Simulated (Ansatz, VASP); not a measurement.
## CsRe2: VASP beside Ansatz

File INCAR:

```
SYSTEM = CsRe2
ALGO = Normal
EDIFF = 1E-6
EDIFFG = -0.04
ENCUT = 600
GGA = PE
IBRION = 2
ISIF = 3
ISMEAR = 0
LASPH = .True.
LCHARG = .False.
LREAL = .False.
LWAVE = .False.
NELM = 60
NSW = 90
PREC = Accurate
SIGMA = 0.1
```

KPOINTS

```
k-points
0
Gamma
  6 6 6
  0 0 0
```

POSCAR

```
CsRe2
1.0
    0.0000000000      3.1198178290      3.1198178290
    3.1198178290      0.0000000000      3.1198178290
    3.1198178290      3.1198178290      0.0000000000
Cs Re
1 2
Direct
    0.0000000000      0.0000000000      0.0000000000
    0.2500000000      0.2500000000      0.2500000000
    0.7500000000      0.7500000000      0.7500000000
```

Input for Ansatz:

```yaml
crystal:
  lattice:
    - [0.0, 3.119817829, 3.119817829]
    - [3.119817829, 0.0, 3.119817829]
    - [3.119817829, 3.119817829, 0.0]
  atoms:
    - { symbol: Cs, position: [0.0, 0.0, 0.0] }
    - { symbol: Re, position: [0.25, 0.25, 0.25] }
    - { symbol: Re, position: [0.75, 0.75, 0.75] }
basis:
  ecutwfc: 420
kpoints:
  mp_grid: { grid: [6, 6, 6] }
hamiltonian:
  xc: pbe
scf:
  occupations: { method: gaussian, width: 0.1 }
  lower_state_search: "off"
output:
  forces: true
  stress: true
  eigenvalues: true
relax:
  adjacent_minimum: "off"
  f_tol: 0.04
  max_steps: 70
  cell: { stress_tol: 0.4 }
```

Alike in both runs: task relaxation of cell and atoms; functional PBE; k mesh 6 × 6 × 6; occupations gaussian, width 0.1 eV; no spin polarisation.

```csv
,VASP,Ansatz
version,VASP 6.6.1,Ansatz 0.2.0
potentials or method,"VASP PAW PBE potentials, release 64 (Cs_sv, Re), cutoff 600 eV","scalar-relativistic, plane waves, PAW"
valence electrons in the cell,23,39
```

Ansatz gave:

| Item | Value |
| --- | --- |
| gap on the k mesh at the Fermi level, each at its own relaxed structure (eV) | none |
| relaxed volume (Å³/atom) | 20.16 |
| relaxed length of the cell vector where the two differ most in proportion (Å) | 4.406 |

Question: Which values does VASP return?

Answer: gap on the k mesh at the Fermi level, each at its own relaxed structure (eV): none; relaxed volume (Å³/atom): 21.09; relaxed length of the cell vector where the two differ most in proportion (Å): 4.472.

A gap of «none» marks a metal or a gap that the smearing closes. VASP's potentials hold 23 valence electrons a cell and Ansatz's 39, so a difference there can come from the potentials and not from the codes.

Neither program's run includes spin-orbit coupling.
